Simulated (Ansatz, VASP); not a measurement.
## One calculation of Si63S, two programs

```
S Si
1.0
     6.65089    6.65089    3.84477
    -9.97633    3.32544    1.92239
     3.32544   -9.97633    9.61193
S Si
1 63
Direct
  0.12584 0.95091 0.95119
  0.38116 0.70472 0.70509
  0.13539 0.70149 0.20384
  0.63435 0.45511 0.45487
  0.88503 0.20730 0.20767
  0.38605 0.45591 0.95399
  0.63240 0.20213 0.70517
  0.13407 0.45386 0.45488
  0.38600 0.20682 0.20665
  0.13344 0.20468 0.70485
  0.88455 0.95514 0.45272
  0.63116 0.95411 0.95388
  0.87961 0.70135 0.70179
  0.38386 0.95443 0.45520
  0.63659 0.70743 0.20381
  0.88547 0.45289 0.95547
  0.11880 0.54067 0.04433
  0.36599 0.29462 0.79462
  0.61695 0.04450 0.54515
  0.11890 0.29597 0.29567
  0.37288 0.05202 0.05075
  0.11659 0.04562 0.54501
  0.87070 0.79671 0.29273
  0.61570 0.79420 0.79467
  0.86672 0.54379 0.54332
  0.36828 0.79563 0.29558
  0.61895 0.54755 0.04431
  0.10831 0.78842 0.79003
  0.36639 0.54600 0.54550
  0.86570 0.29315 0.79568
  0.61796 0.29776 0.29655
  0.86212 0.04686 0.04737
  0.03414 0.13863 0.95770
  0.29151 0.88334 0.70589
  0.54488 0.63383 0.45473
  0.05162 0.88423 0.20190
  0.29560 0.63511 0.95555
  0.04632 0.63396 0.45476
  0.79454 0.38558 0.20579
  0.54398 0.38214 0.70422
  0.79492 0.13466 0.45537
  0.29794 0.38472 0.20548
  0.54479 0.13568 0.95621
  0.04291 0.38414 0.70596
  0.29596 0.13452 0.45556
  0.79432 0.88186 0.70330
  0.54557 0.88595 0.20532
  0.79818 0.63263 0.95178
  0.20300 0.61549 0.79561
  0.45586 0.36643 0.54486
  0.70493 0.11801 0.29613
  0.21011 0.36118 0.04419
  0.45340 0.11461 0.79554
  0.20794 0.11644 0.29523
  0.94470 0.86607 0.04687
  0.70625 0.86498 0.54305
  0.95705 0.61639 0.29494
  0.45487 0.86770 0.04583
  0.70466 0.61297 0.79255
  0.20462 0.86619 0.54546
  0.45864 0.61698 0.29430
  0.95592 0.36560 0.54507
  0.70513 0.36666 0.04531
  0.95565 0.11200 0.79386
```

Alike in both runs: task single point; functional PBE; k mesh 1 × 1 × 1; occupations gaussian, width 0.05 eV; collinear spin.

|  | VASP | Ansatz |
| --- | --- | --- |
| version | VASP 6.6.1 | Ansatz 0.2.0 |
| potentials or method | VASP PAW PBE potentials, release 64 (S, Si), cutoff 520 eV | scalar-relativistic, plane waves, PAW |
| valence electrons in the cell | 258 | 258 |

|  | VASP | Ansatz | Ansatz less VASP |
| --- | --- | --- | --- |
| gap on the k mesh at the Fermi level (eV) | 0.52 | 0.52 | 0.000 |
| rms of the force components (eV/Å) | 0.007 | 0.006 | -0.0010 |
| net moment per atom (μB) | 0.00 | 0.00 | 0.000 |

Atom by atom the forces differ by 0.002 eV/Å (rms over components). Ansatz's warnings: seeded moment not kept.
